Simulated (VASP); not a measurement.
# Si8Ge13 in VASP: notebook

The runs below take Si8Ge13 through single point, with PBE.

Everything below comes from runs of VASP 6.6.1. Logs are shortened: lines on timing, memory, paths and dates and some standing lists are left out, and cuts for length are marked.

## (1) The cell of the first run

The cell holds a disordered packing, 21 atoms: a = 7.563 Å, b = 7.819 Å, c = 8.064 Å, α = 88.29°, β = 90.95°, γ = 87.18°.

## (2) Single point, PBE

INCAR reads:

```
PREC = Accurate
ENCUT = 520
EDIFF = 1E-7
ISMEAR = -1
SIGMA = 0.1861
LREAL = Auto
LASPH = T
NELM = 100
ALGO = Normal
ISIF = 2
LWAVE = F
LCHARG = T
GGA = PE
LELF = T
LVHAR = T
ISYM = 0
NBANDS = 123
```

KPOINTS reads:

```
Automatic mesh
0
Gamma
  1 1 1
  0.25 0.25 0.25
```

POSCAR reads:

```
Si8Ge13
1.0
    7.5601650000      0.1896520000     -0.0661850000
    0.1896520000      7.8161600000      0.1196190000
   -0.0661850000      0.1196190000      8.0627960000
Ge Si
13 8
Direct
    0.2920325109      0.6040997400      0.6316490415
    0.5209564055      0.6848439451      0.0353767045
    0.2390314459      0.0835182579      0.5380762363
    0.1085001723      0.7536900699      0.0038835698
    0.4142184081      0.4844201447      0.2298823128
    0.3311297174      0.8303895770      0.3238096871
    0.9169107902      0.5471187840      0.1407726227
   -0.1395661193      0.9747809158      0.0899638907
    0.8279468022      0.8240331046      0.8245064917
    0.1802731339      0.1599529388      0.0440739127
    0.5895823277      0.6167262873      0.7244851940
    0.4200941389      0.9839486341      0.8585454697
    0.5386864120      0.3340264693      0.8350071176
   -0.0748302034      0.4943369214      0.6293918728
    1.0822312232     -0.2159862251      0.4569222054
    0.5096348480      0.2634478299      0.5502749687
    0.0328134305      0.3104690327      0.3110980064
    0.7175506171      0.2029001260      0.2896800784
    0.8523638145      0.2930518415      0.9644322058
    0.6120432158      0.8860635027      0.4940910139
    0.6862577280      0.5259594058      0.4146998423
```

Potentials or basis: VASP PAW PBE potentials, release 64 (Ge_d, Si).

Launch:

```sh
> cat potpaw_PBE.64/Ge_d/POTCAR potpaw_PBE.64/Si/POTCAR > POTCAR
> mpirun -np 1 vasp_std > vasp.out
```

OUTCAR:

```text
PREC = Accurate
   ENCUT = 520
   EDIFF = 1E-7
   ISMEAR = -1
   LREAL = Auto
   LASPH = T
   NELM = 100
   ISIF = 2
   GGA = PE
   ISYM = 0

 ion  position               nearest neighbor table
   1  0.292  0.604  0.632-  11 2.37  15 2.46  14 2.94
   2  0.521  0.685  0.035-   5 2.36  11 2.63  12 2.77
   3  0.239  0.084  0.538-  16 2.54   6 2.74  15 2.77  17 2.89
   4  0.109  0.754  0.004-   7 2.47   9 2.58   8 2.61
   5  0.414  0.484  0.230-   2 2.36  21 2.56   6 2.87
   6  0.331  0.830  0.324-  15 2.22  20 2.57   3 2.74   5 2.87
   7  0.917  0.547  0.141-  17 2.39   4 2.47  19 2.54  21 2.84
   8  0.860  0.975  0.090-   9 2.49   4 2.61  18 2.64  19 2.66  10 2.90
   9  0.828  0.824  0.825-   8 2.49   4 2.58  11 2.62
  10  0.180  0.160  0.044-  19 2.70  17 2.71  12 2.72   8 2.90
  11  0.590  0.617  0.724-   1 2.37  13 2.41   9 2.62   2 2.63  21 2.72  20 2.78  14 2.80
  12  0.420  0.984  0.859-  10 2.72   2 2.77
  13  0.539  0.334  0.835-  16 2.39  11 2.41  19 2.58
  14  0.925  0.494  0.629-  21 2.48  11 2.80  15 2.93   1 2.94  17 3.08
  15  0.082  0.784  0.457-   6 2.22   1 2.46   3 2.77  14 2.93
  16  0.510  0.263  0.550-  13 2.39   3 2.54  18 2.68  21 2.72  20 3.06
  17  0.033  0.310  0.311-   7 2.39  18 2.57  10 2.71   3 2.89  14 3.08  19 3.10
  18  0.718  0.203  0.290-  17 2.57   8 2.64  16 2.68  21 2.75  19 2.91  20 3.08
  19  0.852  0.293  0.964-   7 2.54  13 2.58   8 2.66  10 2.70  18 2.91  17 3.10
  20  0.612  0.886  0.494-   6 2.57  11 2.78  21 2.94  16 3.06  18 3.08
  21  0.686  0.526  0.415-  14 2.48   5 2.56  16 2.72  11 2.72  18 2.75   7 2.84  20 2.94

IMPORTANT INFORMATION: All symmetrisations will be switched off!
NOSYMM: (Re-)initialisation of all symmetry stuff for point group C_1.

----------------------------------------------------------------------------------------

                                     Primitive cell

  volume of cell :     476.0070

  direct lattice vectors                    reciprocal lattice vectors
     7.560165000  0.189652000 -0.066185000     0.132363179 -0.003229033  0.001134434
     0.189652000  7.816160000  0.119619000    -0.003229033  0.128047891 -0.001926214
    -0.066185000  0.119619000  8.062796000     0.001134434 -0.001926214  0.124064344

  length of vectors
     7.562833012  7.819375533  8.063954892     0.132407420  0.128103081  0.124084482

  position of ions in fractional coordinates (direct lattice)
     0.292032511  0.604099740  0.631649041
     0.520956406  0.684843945  0.035376705
     0.239031446  0.083518258  0.538076236
     0.108500172  0.753690070  0.003883570
     0.414218408  0.484420145  0.229882313
     0.331129717  0.830389577  0.323809687
[... 13 lines left out ...]
     0.612043216  0.886063503  0.494091014
     0.686257728  0.525959406  0.414699842

  ion indices of the primitive-cell ions
   primitive index   ion index
                 1           1
                 2           2
                 3           3
                 4           4
                 5           5
                 6           6
[... 13 lines left out ...]
                20          20
                21          21

----------------------------------------------------------------------------------------

 KPOINTS: Automatic mesh

Automatic generation of k-mesh.
 Grid dimensions read from file:
 generate k-points for:    1    1    1

 Generating k-lattice:

  Cartesian coordinates                     Fractional coordinates (reciprocal lattice)
     0.132363179 -0.003229033  0.001134434     1.000000000 -0.000000000  0.000000000
    -0.003229033  0.128047891 -0.001926214     0.000000000  1.000000000  0.000000000
     0.001134434 -0.001926214  0.124064344     0.000000000  0.000000000  1.000000000

  Length of vectors
     0.132407420  0.128103081  0.124084482

  Shift w.r.t. Gamma in fractional coordinates (k-lattice)
     0.250000000  0.250000000  0.250000000

 Subroutine IBZKPT returns following result:
 ===========================================

 Found      1 irreducible k-points:

 Following reciprocal coordinates:
            Coordinates               Weight
  0.250000  0.250000  0.250000      2.000000
   k-points           NKPTS =      1   k-points in BZ     NKDIM =      1   number of bands    NBANDS=    123
   number of dos      NEDOS =    301   number of ions     NIONS =     21
   total plane-waves  NPLWV = 201600
   dimension x,y,z NGX =    56 NGY =   60 NGZ =   60
   dimension x,y,z NGXF=   112 NGYF=  120 NGZF=  120
   ions per type =              13   8
   NGX,Y,Z   is equivalent  to a cutoff of  12.31, 12.76, 12.37 a.u.
   NGXF,Y,Z  is equivalent  to a cutoff of  24.62, 25.51, 24.74 a.u.
 SYSTEM =  unknown system
   PREC   = accura    normal or accurate (medium, high low for compatibility)
   ISTART =      0    job   : 0-new  1-cont  2-samecut
   ICHARG =      2    charge: 1-file 2-atom 10-const
   ISPIN  =      1    spin polarized calculation?
   LNONCOLLINEAR =      F non collinear calculations
   LSORBIT =      F    spin-orbit coupling
   LASPH  =      T    aspherical Exc in radial PAW
   ENCUT  =  520.0 eV  38.22 Ry    6.18 a.u.  14.06 14.54 14.99*2*pi/ulx,y,z
   NELM   =    100;   NELMIN=  2; NELMDL= -5     # of ELM steps
   EDIFF  = 0.1E-06   stopping-criterion for ELM
   LREAL  =      T    real-space projection
   EDIFFG = 0.1E-05   stopping-criterion for IOM
   NSW    =      0    number of steps for IOM
   IBRION =     -1    ionic relax: 0-MD 1-quasi-New 2-CG
   NFREE  =      0    steps in history (QN), initial steepest desc. (CG)
   ISIF   =      2    stress and relaxation
   ISYM   =      0    0-nonsym 1-usesym 2-fastsym
   POTIM  = 0.5000    time-step for ionic-motion
   TEBEG  =    0.0;   TEEND  =   0.0 temperature during run
   PSTRESS=    0.0 pullay stress
   NELECT =     214.0000    total number of electrons
   NUPDOWN=      -1.0000    fix difference up-down
   EMIN   =  10.00;   EMAX   =-10.00  energy-range for DOS
   EFERMI =   0.00;   METHOD = LEGACY
   ISMEAR =    -1;   SIGMA  =   0.19  broadening in eV -4-tet -1-fermi 0-gaus
   EFERMI_NEDOS =   21; number of points for ismear=-14 and -15
   IALGO  =     38    algorithm
   IMIX   =      4    mixing-type and parameters
     AMIX     =   0.40;   BMIX     =  1.00
     AMIX_MAG =   1.60;   BMIX_MAG =  1.00
  volume/ion in A,a.u.               =      22.67       152.96
  Fermi-wavevector in a.u.,A,eV,Ry     =   1.254127  2.369957 21.399726  1.572836
  Thomas-Fermi vector in A             =   2.387947
   LORBIT       =      0    0 simple, 1 ext, 2 COOP (PROOUT), +10 PAW based schemes
   GGA     = PE    functional components
   LHFCALC =     F    Hartree Fock is set to
   AEXX    =    0.0000 exact exchange contribution
   IVDW    =     0    specifies the selected vdW correction
   LEPSILON=     F    determine dielectric tensor
   LRPA    =     F    only Hartree local field effects (RPA)
 non-spin polarized calculation
  energy-cutoff  :      520.00
  volume of cell :      476.01
 maximum number of plane-waves:     12828
 NGX is ok and might be reduce to    56
   NGX = 29   NGY = 29   NGZ = 29

 number of electron     214.0000004 magnetization

 Free energy of the ion-electron system (eV)
  ---------------------------------------------------
  ext. energy  EPLUGINS =         0.00000000
  ---------------------------------------------------
  free energy    TOTEN  =       -89.77391806 eV

  energy without entropy =      -88.64198630  energy(sigma->0) =      -89.20795218

 E-fermi :   4.8679     XC(G=0):  -9.7633

 val. band max:        4.8237218007   @ k =   0.2500   0.2500   0.2500
 cond. band min:       4.9329977179   @ k =   0.2500   0.2500   0.2500
 fundamental gap:      0.1092759172
 Fermi energy:         4.8678710715

 k-point     1 :       0.2500    0.2500    0.2500
  band No.  band energies     occupation
      1     -20.2133      2.00000
      2     -20.1182      2.00000
      3     -20.0935      2.00000
      4     -20.0719      2.00000
      5     -20.0706      2.00000
      6     -20.0442      2.00000
[... 111 lines left out ...]
    118       6.8673      0.00004
    119       6.9504      0.00003
 [bands above 119 left out]

------------------------ aborting loop because EDIFF is reached ----------------------------------------

  FORCE on cell =-STRESS in cart. coord.  units (eV):
  Direction    XX          YY          ZZ          XY          YZ          ZX
  --------------------------------------------------------------------------------------
  -------------------------------------------------------------------------------------
  Total       -1.3211814    -13.2595566      0.3599551      6.9506753     -1.5913014      4.1930397
  in kB       -4.4469241    -44.6299374      1.2115620     23.3950663     -5.3561129     14.1132244
  external PRESSURE =     -15.9550998 kB  Pullay stress =       0.0000000 kB

 VOLUME and BASIS-vectors are now :
 -----------------------------------------------------------------------------
  energy-cutoff  :      520.00
  volume of cell :      476.01
      direct lattice vectors                 reciprocal lattice vectors
     7.560165000  0.189652000 -0.066185000     0.132363179 -0.003229033  0.001134434
     0.189652000  7.816160000  0.119619000    -0.003229033  0.128047891 -0.001926214
    -0.066185000  0.119619000  8.062796000     0.001134434 -0.001926214  0.124064344

 POSITION                                       TOTAL-FORCE (eV/Angst)
 -----------------------------------------------------------------------------------
      2.28058      4.85268      5.14579        -1.630791     -0.310031     -0.378136
      4.06606      5.45588      0.33268         0.920948      1.221349     -0.625194
      1.78734      0.76249      4.33257        -0.388906      0.071947      0.196680
      0.96296      5.91200      0.11429         1.492296      0.078782     -0.431810
      3.20822      3.89236      1.88403        -0.956063     -1.671559      0.566053
      2.63945      6.59199      2.68823         2.087983      0.476607     -1.177401
[... 13 lines left out ...]
      4.76249      7.10079      4.04924         0.102323      0.281346     -0.166831
      5.26052      4.29074      3.36114         0.597081     -0.070362     -0.241205
 -----------------------------------------------------------------------------------
    total drift:                                0.008658     -0.003644      0.002557

  FREE ENERGIE OF THE ION-ELECTRON SYSTEM (eV)
  ---------------------------------------------------
  free  energy   TOTEN  =       -89.7739180564 eV

  energy  without entropy=      -88.6419862999  energy(sigma->0) =      -89.20795218
```

It took 4.6 min on 1 thread of Intel Xeon 8259CL, shared host; peak memory 0.46 GiB.

What came out:

```yaml
Free_energy: -89.7739 eV
Pressure: -1.6 GPa
Largest_force: 2.584 eV/Å
```

Forces in eV/Å, atoms in the order of the input:
```
Ge  -1.631 -0.310 -0.378
Ge   0.921  1.221 -0.625
Ge  -0.389  0.072  0.197
Ge   1.492  0.079 -0.432
Ge  -0.956 -1.672  0.566
Ge   2.088  0.477 -1.177
Ge  -0.868  0.080 -0.051
Ge  -0.642  0.847  0.588
Ge  -0.464 -0.153 -1.408
Ge   0.015  0.308  0.296
Ge   1.553  1.264  0.120
Ge  -0.459  0.338  0.117
Ge  -0.150 -1.610  1.678
Si   0.329  0.329  0.010
Si  -2.275 -0.014  1.226
Si   0.199 -0.128 -1.119
Si   0.206 -1.064  0.722
Si   0.092  0.218  0.154
Si   0.238 -0.492 -0.076
Si   0.102  0.281 -0.167
Si   0.597 -0.070 -0.241
```

Caveat: the k points lie up to 0.83 Å⁻¹ apart, too coarse for converged energies, forces and pressures; the atoms stand as in a frame of molecular dynamics.

## (3) Single point, PBE

INCAR reads:

```
PREC = Accurate ; ENCUT = 520
EDIFF = 1E-6 ; ISMEAR = -1
SIGMA = 0.1034 ; LREAL = Auto
LASPH = T ; NELM = 60
ALGO = Normal ; ISIF = 2
LWAVE = F ; LCHARG = F
GGA = PE ; NBANDS = 123
ISYM = 0
```

KPOINTS is that of step 2.

POSCAR reads:

```
Si8Ge13
1.0
    7.5601650000      0.1896520000     -0.0661850000
    0.1896520000      7.8161600000      0.1196190000
   -0.0661850000      0.1196190000      8.0627960000
Ge Si
13 8
Direct
    0.2552524268      0.6299091157      0.6457956748
    0.5328732647      0.7315917536      0.0299561025
    0.2284711312      0.1004034163      0.5356826845
    0.1204630636      0.7024576600     -0.0863619066
    0.3645359249      0.4672654791      0.2404407827
    0.3578787173      0.8769269122      0.2723441202
    0.9391277702      0.5557461425      0.1388723432
    0.8531743638      1.0010819792      0.1089697569
    0.8175982408      0.8798002372      0.8188785770
    0.1440229610      0.1264217924      0.0722443816
    0.6338605181      0.6471663737      0.6861298071
    0.4192552831      1.0369191123      0.8335106313
    0.5710416030      0.3087185437      0.8361989792
    0.9516923929      0.4638094875      0.6037458140
    0.0089994534      0.7720715658      0.4519795863
    0.5069698167      0.2267428773      0.5536708409
    0.0054224153      0.3040760484      0.3580416285
    0.6940701274      0.2396133012      0.3123944507
    0.9031983932      0.3350371464      0.8713053607
    0.5433281899      0.8908593638      0.5138932537
    0.7485515318      0.5367119467      0.3658470259
```

Potentials or basis: VASP PAW PBE potentials, release 64 (Ge_d, Si).

Launch:

```sh
> cat potpaw_PBE.64/Ge_d/POTCAR potpaw_PBE.64/Si/POTCAR > POTCAR
> mpirun -np 1 vasp_std > vasp.out
```

Run time: 4.1 min. Hardware: 1 thread of Intel Xeon 8259CL, shared host; peak memory 0.46 GiB.

Results (log left out):

| Quantity | Value |
| --- | --- |
| Free energy | -90.3898 eV |
| Pressure | -2.6 GPa |
| Largest force | 1.593 eV/Å |

Forces in eV/Å, atoms in the order of the input:
```
Ge  -0.016 -0.491 -0.664
Ge   0.051 -0.363  0.133
Ge  -0.961 -0.817  0.167
Ge   0.284  0.695  0.684
Ge  -0.115  0.248 -0.346
Ge  -0.631 -0.229  0.064
Ge   0.654 -0.068 -1.268
Ge  -0.752  0.224  0.220
Ge   0.059  0.221  0.240
Ge   0.661  0.209 -0.418
Ge  -0.155 -0.916  0.548
Ge  -0.773 -0.472  0.262
Ge   0.437  0.847  0.698
Si   0.428  0.733  0.510
Si   0.682 -0.187  0.026
Si   1.358  0.124 -0.822
Si   0.546 -0.567 -0.569
Si  -0.659 -0.334 -0.180
Si  -0.188 -0.328  0.804
Si   0.149  1.081 -0.287
Si  -1.062  0.391  0.197
```

Stress tensor (GPa, compression positive):
```
-1.53  3.03  2.03
 3.03 -4.23  0.17
 2.03  0.17 -1.97
```

Levels at points of the mesh, in eV from the Fermi level:
```
           k point  band 103  band 104  band 105  band 106  band 107  band 108  band 109  band 110  band 111  band 112
(0.25, 0.25, 0.25)     -0.83     -0.57     -0.49     -0.38     -0.19      0.19      0.36      0.49      0.73      0.81
```

Caveat: the k points lie up to 0.83 Å⁻¹ apart, too coarse for converged energies, forces and pressures; the atoms stand as in a frame of molecular dynamics.

## (4) Single point, PBE

INCAR reads:

```
ALGO = Normal
EDIFF = 1E-6
ENCUT = 520
GGA = PE
ISIF = 2
ISMEAR = -1
ISYM = 0
LASPH = T
LCHARG = F
LREAL = Auto
LWAVE = F
NBANDS = 123
NELM = 100
PREC = Accurate
SIGMA = 0.1034
```

KPOINTS is that of step 3.

POSCAR reads:

```
Si8Ge13
1.0
    7.5601650000      0.1896520000     -0.0661850000
    0.1896520000      7.8161600000      0.1196190000
   -0.0661850000      0.1196190000      8.0627960000
Ge Si
13 8
Direct
    0.2546773881      0.6480728494      0.5912425413
    0.5084499775      0.7666300630      0.0083198484
    0.2077211830      0.0690496627      0.5480822502
    0.1379835539      0.6879002314     -0.1055361560
    0.3351288419      0.4482137841      0.2101379742
    0.3003102582      0.8728562990      0.2468844352
    1.0079132483      0.5278408858      0.1457662999
    0.8161885700      1.0026238089      0.1105517966
    0.8100518526      0.8685234841      0.8262276971
    0.1533859820      0.1410896935      0.0731022890
    0.6431446150      0.5958067726      0.6581000829
    0.4101387074      1.0322956655      0.8515560675
    0.5824743757      0.3058833509      0.8739862209
    0.9846814806      0.4616519961      0.6240339944
   -0.0232154128      0.7629092689      0.4421533230
    0.5916967414      0.1536567873      0.5570644696
   -0.0006579132      0.2498347917      0.3706691163
    0.6550781822      0.2319145744      0.2858383072
    0.9044416382      0.3788264810      0.9161625353
    0.5142095530      0.8512679977      0.4796667474
    0.7342372193      0.5769826614      0.3445409510
```

Launch:

```sh
> cat potpaw_PBE.64/Ge_d/POTCAR potpaw_PBE.64/Si/POTCAR > POTCAR
> mpirun -np 1 vasp_std > vasp.out
```

It took 4.1 min on 1 thread of Intel Xeon 8259CL, shared host; peak memory 0.45 GiB.

Results (log left out):

```yaml
Free_energy: -90.7266 eV
Pressure: -4.1 GPa
Largest_force: 1.459 eV/Å
```

Forces in eV/Å, atoms in the order of the input:
```
Ge  -0.055 -0.303  0.164
Ge   0.513 -0.980  0.597
Ge   0.607 -0.273  0.663
Ge   0.283  0.617 -0.372
Ge   0.427 -0.076 -0.218
Ge  -0.414 -0.430  0.187
Ge  -0.264  0.463  0.954
Ge   0.159  0.646  0.167
Ge  -0.211 -0.150 -0.414
Ge  -0.276 -0.008  0.060
Ge   0.164 -0.206  0.526
Ge  -0.715  0.527 -0.737
Ge   0.092  0.008  0.006
Si  -0.360  0.337  0.206
Si  -0.012  0.061 -0.357
Si  -0.491 -0.696  0.903
Si  -0.571  0.110 -0.471
Si   0.527  0.872 -0.680
Si  -0.047 -0.952 -1.104
Si   0.515  0.467  0.174
Si   0.129 -0.035 -0.252
```

Stress tensor (GPa, compression positive):
```
-3.64  1.47  2.28
 1.47 -5.59  0.36
 2.28  0.36 -3.14
```

Levels at points of the mesh, in eV from the Fermi level:
| k point | band 105 | band 106 | band 107 | band 108 | band 109 | band 110 |
| --- | --- | --- | --- | --- | --- | --- |
| (0.25, 0.25, 0.25) | -0.31 | -0.16 | -0.09 | 0.01 | 0.33 | 0.62 |

Caveat: the k points lie up to 0.83 Å⁻¹ apart, too coarse for converged energies, forces and pressures; the atoms stand as in a frame of molecular dynamics.

## (5) The runs side by side

| cell | smearing | pressure (GPa) | largest force (eV/Å) |
| --- | --- | --- | --- |
| as given, atomic positions A | fermi-dirac 0.1861 eV | -1.6 | 2.58 |
| as given, atomic positions B | fermi-dirac 0.1034 eV | -2.6 | 1.59 |
| as given, atomic positions C | fermi-dirac 0.1034 eV | -4.1 | 1.46 |

Alike in all rows: task single point; level PBE; potentials or basis VASP PAW PBE potentials, release 64 (Ge_d, Si); no spin polarisation; k mesh 1 × 1 × 1, shifted; cutoff (eV) 520.

Caveats: all runs use coarse meshes; the atoms stand as in a frame of molecular dynamics.

Total energies depend on the potentials used, so only differences within one code and one set of settings carry meaning.
